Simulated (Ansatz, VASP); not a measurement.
# One calculation of Sn3H, two programs

File INCAR:

```
ALGO = Normal
EDIFF = 1E-6
ENCUT = 520
GGA = PE
ISIF = 2
ISMEAR = 0
LASPH = True
LCHARG = True
LELF = True
LREAL = False
LVHAR = True
LWAVE = False
NBANDS = 30
NELM = 80
PREC = Accurate
SIGMA = 0.1
```

File KPOINTS:

```
k-points
0
Gamma
  4 4 4
```

Contents of POSCAR:

```
Sn3H
1.0
    0.0000000000      3.8231070000      3.8231070000
    3.8231070000      0.0000000000      3.8231070000
    3.8231070000      3.8231070000      0.0000000000
Sn H
3 1
Direct
    0.7500000000      0.7500000000      0.7500000000
    0.2500000000      0.2500000000      0.2500000000
    0.0000000000      0.0000000000      0.0000000000
    0.5000000000      0.5000000000      0.5000000000
```

Input for Ansatz:

```yaml
crystal:
  lattice:
    - [0.0, 3.823107, 3.823107]
    - [3.823107, 0.0, 3.823107]
    - [3.823107, 3.823107, 0.0]
  atoms:
    - { symbol: Sn, position: [0.75, 0.75, 0.75] }
    - { symbol: Sn, position: [0.25, 0.25, 0.25] }
    - { symbol: Sn, position: [0.0, 0.0, 0.0] }
    - { symbol: H, position: [0.5, 0.5, 0.5] }
basis:
  ecutwfc: 420
kpoints:
  mp_grid: { grid: [4, 4, 4] }
hamiltonian:
  xc: pbe
scf:
  occupations: { method: gaussian, width: 0.1 }
  lower_state_search: "off"
output:
  forces: true
  stress: true
  eigenvalues: true
```

Alike in both runs: task single point; functional PBE; k mesh 4 × 4 × 4; occupations gaussian, width 0.1 eV; no spin polarisation.

|  | VASP | Ansatz |
| --- | --- | --- |
| version | VASP 6.6.1 | Ansatz 0.2.0 |
| potentials or method | VASP PAW PBE potentials, release 64 (Sn_d, H), cutoff 520 eV | scalar-relativistic, plane waves, PAW |
| valence electrons in the cell | 43 | 43 |

```tsv
	VASP	Ansatz	Ansatz less VASP
gap on the k mesh at the Fermi level (eV)	none	none	-
pressure (GPa)	-5.5	-5.4	+0.06
```

A gap of «none» marks a metal or a gap that the smearing closes.
